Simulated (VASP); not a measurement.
Set up this calculation in VASP 6.6.1, as the native input.

```yaml
Task: single point
Functional: PBE
Potentials_or_basis: VASP PAW PBE potentials, release 64 (Bi_d)
Cutoff: 520 eV
k_mesh: 15 × 15 × 8
Occupations: fermi-dirac, width 0.08 eV
Spin: no spin polarisation
Dipole_correction: no
Further_INCAR_settings: ALGO = Normal; EDIFF = 1e-06; NBANDS = 22
```

The structure of Bi lies in POSCAR:

```
Bi
1.0
    2.9884816881      0.0000000000      0.0000000000
   -1.4942408440      2.5881010606      0.0000000000
    0.0000000000      0.0000000000      4.8609190770
Bi
2
Direct
    0.3333333333      0.6666666667      0.2500000000
    0.6666666667      0.3333333333      0.7500000000
```

This isn't the form of Bi at room conditions, which is rhombohedral.

One way to write it, as run:

INCAR

```
SYSTEM = Bi
ALGO = Normal ; EDIFF = 1E-6
ENCUT = 520 ; GGA = PE
ISIF = 2 ; ISMEAR = -1
LASPH = .TRUE. ; LCHARG = .FALSE.
LREAL = .FALSE. ; LWAVE = .FALSE.
NBANDS = 22 ; NELM = 100
PREC = Accurate ; SIGMA = 0.08
```

KPOINTS

```
k-points
0
G
  15 15 8
  0 0 0
```

Potentials or basis: VASP PAW PBE potentials, release 64 (Bi_d).

Run with:

```console
$ cat potpaw_PBE.64/Bi_d/POTCAR > POTCAR
$ mpirun -np 1 vasp_std > vasp.out
```

It gave:

```
Pressure               : 91.9 GPa
Band gap on the k mesh : zero (bands 15 and 16 overlap by 12.09 eV)
```

Caveat: the cell stands under pressure; spin-orbit coupling is left out, which moves the levels of the heavy elements.

Run time: 99 s on 1 thread of Intel Xeon 8259CL, on a shared host, peak memory 0.22 GiB.
